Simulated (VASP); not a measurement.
# AgPdS2 (Pmmm) in VASP: single point with PBEsol

Aim: the single point of AgPdS2 with PBEsol.

All numbers are computed with VASP 6.6.1; they aren't measurements. Logs are shortened: lines on timing, memory, paths and dates and some standing lists are left out, and cuts for length are marked.

### Step 1. The cell of the first run

The structure is orthorhombic, space group Pmmm (No. 47). Conventional cell: a = 3.279 Å, b = 3.655 Å, c = 5.739 Å, α = 90.00°, β = 90.00°, γ = 90.00°. Within 3.0 Å of Ag (site symmetry mmm) lie 4 S at 2.25 Å. Within 3.0 Å of Pd (site symmetry mmm) lie 4 S at 2.26 Å. Within 3.0 Å of S (site symmetry mm2) lie 2 Ag at 2.25 Å and 2 Pd at 2.26 Å and 1 S at 2.62 Å.

### Step 2. Single point, PBEsol (O replaced by S, lengths x 1.112, strained)

Input file INCAR:

```
SYSTEM = AgPdS2
ALGO = Normal ; EDIFF = 1E-6
ENCUT = 520 ; GGA = PS
ISIF = 2 ; ISMEAR = 0
LASPH = .TRUE. ; LCHARG = .FALSE.
LREAL = .FALSE. ; LWAVE = .FALSE.
NBANDS = 24 ; NELM = 60
PREC = Accurate ; SIGMA = 0.1
```

Input file KPOINTS:

```
k-points
0
G
  12 12 8
  0 0 0
```

Input file POSCAR:

```
AgPdS2
1.0
    3.2785747339      0.0000000000      0.0000000000
    0.0000000000      3.6545407888      0.0000000000
    0.0000000000      0.0000000000      5.7385198357
Ag Pd S
1 1 2
Direct
    0.5000000000      0.5000000000      0.5000000000
    0.0000000000      0.0000000000      0.0000000000
    0.5000000000      0.0000000000      0.2721199212
    0.5000000000      0.0000000000      0.7278800788
```

Potentials or basis: VASP PAW PBE potentials, release 64 (Ag, Pd, S).

The run is started by

```bash
$ cat potpaw_PBE.64/Ag/POTCAR potpaw_PBE.64/Pd/POTCAR potpaw_PBE.64/S/POTCAR > POTCAR
$ mpirun -np 1 vasp_std > vasp.out
```

OUTCAR:

```text
SYSTEM = AgPdS2
   EDIFF = 1E-6
   ENCUT = 520
   GGA = PS
   ISIF = 2
   ISMEAR = 0
   LASPH = .TRUE.
   LREAL = .FALSE.
   NELM = 60
   PREC = Accurate

 ion  position               nearest neighbor table
   1  0.500  0.500  0.500-   3 2.25   4 2.25   3 2.25   4 2.25
   2  0.000  0.000  0.000-   3 2.26   4 2.26   3 2.26   4 2.26
   3  0.500  0.000  0.272-   1 2.25   1 2.25   2 2.26   2 2.26   4 2.62
   4  0.500  0.000  0.728-   1 2.25   1 2.25   2 2.26   2 2.26   3 2.62

  LATTYP: Found a simple orthorhombic cell.
 ALAT       =     3.2785747339
 B/A-ratio  =     1.1146736266
 C/A-ratio  =     1.7503092964

  Lattice vectors:

 A1 = (   3.2785747339,   0.0000000000,   0.0000000000)
 A2 = (   0.0000000000,   3.6545407888,   0.0000000000)
 A3 = (   0.0000000000,   0.0000000000,   5.7385198357)

Analysis of symmetry for initial positions (statically):
=====================================================================
 Subroutine PRICEL returns:
 Original cell was already a primitive cell.

 Routine SETGRP: Setting up the symmetry group for a
 simple orthorhombic supercell.

 Subroutine GETGRP returns: Found  8 space group operations
 (whereof  8 operations were pure point group operations)
 out of a pool of  8 trial point group operations.

The static configuration has the point symmetry D_2h.

Analysis of symmetry for dynamics (positions and initial velocities):
=====================================================================
 Subroutine PRICEL returns:
 Original cell was already a primitive cell.

 Routine SETGRP: Setting up the symmetry group for a
 simple orthorhombic supercell.

 Subroutine GETGRP returns: Found  8 space group operations
 (whereof  8 operations were pure point group operations)
 out of a pool of  8 trial point group operations.

The dynamic configuration has the point symmetry D_2h.

 Subroutine INISYM returns: Found  8 space group operations
 (whereof  8 operations are pure point group operations),
 and found     1 'primitive' translations

----------------------------------------------------------------------------------------

                                     Primitive cell

  volume of cell :      68.7571

  direct lattice vectors                    reciprocal lattice vectors
[... 87 lines left out ...]
   LSORBIT =      F    spin-orbit coupling
   LASPH  =      T    aspherical Exc in radial PAW
   ENCUT  =  520.0 eV  38.22 Ry    6.18 a.u.   6.10  6.80 10.67*2*pi/ulx,y,z
   NELM   =     60;   NELMIN=  2; NELMDL= -5     # of ELM steps
   EDIFF  = 0.1E-05   stopping-criterion for ELM
   LREAL  =      F    real-space projection
   EDIFFG = 0.1E-04   stopping-criterion for IOM
   NSW    =      0    number of steps for IOM
   IBRION =     -1    ionic relax: 0-MD 1-quasi-New 2-CG
   NFREE  =      0    steps in history (QN), initial steepest desc. (CG)
   ISIF   =      2    stress and relaxation
   ISYM   =      2    0-nonsym 1-usesym 2-fastsym
   POTIM  = 0.5000    time-step for ionic-motion
   TEBEG  =    0.0;   TEEND  =   0.0 temperature during run
   PSTRESS=    0.0 pullay stress
   NELECT =      33.0000    total number of electrons
   NUPDOWN=      -1.0000    fix difference up-down
   EMIN   =  10.00;   EMAX   =-10.00  energy-range for DOS
   EFERMI =   0.00;   METHOD = LEGACY
   ISMEAR =     0;   SIGMA  =   0.10  broadening in eV -4-tet -1-fermi 0-gaus
   EFERMI_NEDOS =   21; number of points for ismear=-14 and -15
   IALGO  =     38    algorithm
   IMIX   =      4    mixing-type and parameters
     AMIX     =   0.40;   BMIX     =  1.00
     AMIX_MAG =   1.60;   BMIX_MAG =  1.00
  volume/ion in A,a.u.               =      17.19       116.00
  Fermi-wavevector in a.u.,A,eV,Ry     =   1.281760  2.422176 22.353147  1.642910
  Thomas-Fermi vector in A             =   2.414112
   LORBIT       =      0    0 simple, 1 ext, 2 COOP (PROOUT), +10 PAW based schemes
   GGA     = PS    functional components
   LHFCALC =     F    Hartree Fock is set to
   AEXX    =    0.0000 exact exchange contribution
   IVDW    =     0    specifies the selected vdW correction
   LEPSILON=     F    determine dielectric tensor
   LRPA    =     F    only Hartree local field effects (RPA)
 non-spin polarized calculation
 Gauss-broadening in eV      SIGMA  =   0.10
  energy-cutoff  :      520.00
  volume of cell :       68.76
 maximum number of plane-waves:      1874
   NGX = 13   NGY = 13   NGZ = 21

 number of electron      33.0000002 magnetization

 Free energy of the ion-electron system (eV)
  ---------------------------------------------------
  ext. energy  EPLUGINS =         0.00000000
  ---------------------------------------------------
  free energy    TOTEN  =       -17.61282188 eV

  energy without entropy =      -17.60676360  energy(sigma->0) =      -17.60979274

 E-fermi :   7.9674     XC(G=0): -11.2172

 val. band max:        7.9672465553   @ k =   0.3333   0.2500   0.5000
 cond. band min:       7.9676170066   @ k =   0.0833   0.3333   0.2500
 fundamental gap:      0.0003704513
 Fermi energy:         7.9674033919

 k-point     1 :       0.0000    0.0000    0.0000
  band No.  band energies     occupation
      1      -8.3557      2.00000
      2      -5.6124      2.00000
      3      -1.7141      2.00000
      4      -0.4900      2.00000
      5       1.3523      2.00000
      6       1.6720      2.00000
[... 637 lines left out ...]
     23      15.4200      0.00000
     24      16.1191      0.00000

 [... further k-points ...]

------------------------ aborting loop because EDIFF is reached ----------------------------------------

  FORCE on cell =-STRESS in cart. coord.  units (eV):
  Direction    XX          YY          ZZ          XY          YZ          ZX
  --------------------------------------------------------------------------------------
  -------------------------------------------------------------------------------------
  Total        6.0683666     10.7757935     13.5109141      0.0000000      0.0000000      0.0000000
  in kB      141.4049464    251.0973066    314.8310279      0.0000000      0.0000000      0.0000000
  external PRESSURE =     235.7777603 kB  Pullay stress =       0.0000000 kB

 VOLUME and BASIS-vectors are now :
 -----------------------------------------------------------------------------
  energy-cutoff  :      520.00
  volume of cell :       68.76
      direct lattice vectors                 reciprocal lattice vectors
     3.278574734  0.000000000  0.000000000     0.305010586  0.000000000  0.000000000
     0.000000000  3.654540789  0.000000000     0.000000000  0.273632190  0.000000000
     0.000000000  0.000000000  5.738519836     0.000000000  0.000000000  0.174260964

 POSITION                                       TOTAL-FORCE (eV/Angst)
 -----------------------------------------------------------------------------------
      1.63929      1.82727      2.86926         0.000000      0.000000      0.000000
      0.00000      0.00000      0.00000         0.000000      0.000000      0.000000
      1.63929      0.00000      1.56157         0.000000      0.000000     -2.712449
      1.63929      0.00000      4.17695         0.000000     -0.000000      2.712449
 -----------------------------------------------------------------------------------
    total drift:                                0.000000      0.000000     -0.000000

  FREE ENERGIE OF THE ION-ELECTRON SYSTEM (eV)
  ---------------------------------------------------
  free  energy   TOTEN  =       -17.6128218825 eV

  energy  without entropy=      -17.6067635974  energy(sigma->0) =      -17.60979274
```

Run time: 9 min. Hardware: 1 thread of Intel Xeon 8259CL, shared host; peak memory 0.5 GiB.

Results:

```yaml
Free_energy: -17.6128 eV
Pressure: 23.6 GPa
Largest_force: 2.712 eV/Å
Band_gap_on_the_k_mesh: zero (an odd number of electrons rules out a gap without spin polarisation)
```

Forces on the atoms (eV/Å):
```
Ag   0.000  0.000  0.000
Pd   0.000  0.000  0.000
S    0.000  0.000 -2.712
S    0.000  0.000  2.712
```

Stress tensor (GPa, compression positive):
```
14.14  0.00  0.00
 0.00 25.11  0.00
 0.00  0.00 31.48
```

Caveat: the cell differs from its parent crystal (O replaced by S, lengths x 1.112, strained); the cell stands under pressure; the PAW data sets were made with another functional, which shifts forces and pressure a little.
